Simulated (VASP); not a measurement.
Crystal: ZnF2.

```
Zn F
1.0
     4.70480    0.00000    0.00000
     0.00000    4.70480    0.00000
     0.00000    0.00000    3.13380
Zn F
2 4
Direct
  0.00000 0.00000 0.00000
  0.50000 0.50000 0.50000
  0.30240 0.30240 0.00000
  0.19760 0.80240 0.50000
  0.69760 0.69760 0.00000
  0.80240 0.19760 0.50000
```

Base run:

| Property | Result |
| --- | --- |
| Program | VASP 6.6.1 |
| Functional | PBE |
| Potentials or basis | VASP PAW PBE potentials, release 64 (Zn, F) |
| Cutoff | 600 eV |
| k mesh | 4 × 4 × 5 |
| Occupations | gaussian, width 0.01 eV |
| Spin | no spin polarisation |
| Hubbard terms | Zn d U = 2.0 eV |

Its results: band gap on the k mesh 3.96 eV; pressure 4.1 GPa; largest force 0.031 eV/Å.

**Question.** The run is repeated on the same cell with these changes: hubbard terms from Zn d U = 2.0 eV to Zn d U = 6.0 eV. What comes out?

**Answer.** Band gap on the k mesh 4.63 eV (least direct gap 4.77 eV); pressure -1.5 GPa; largest force 0.072 eV/Å.

Caveats: the cell stands under pressure (at least some runs).

A k mesh can miss the band edges.
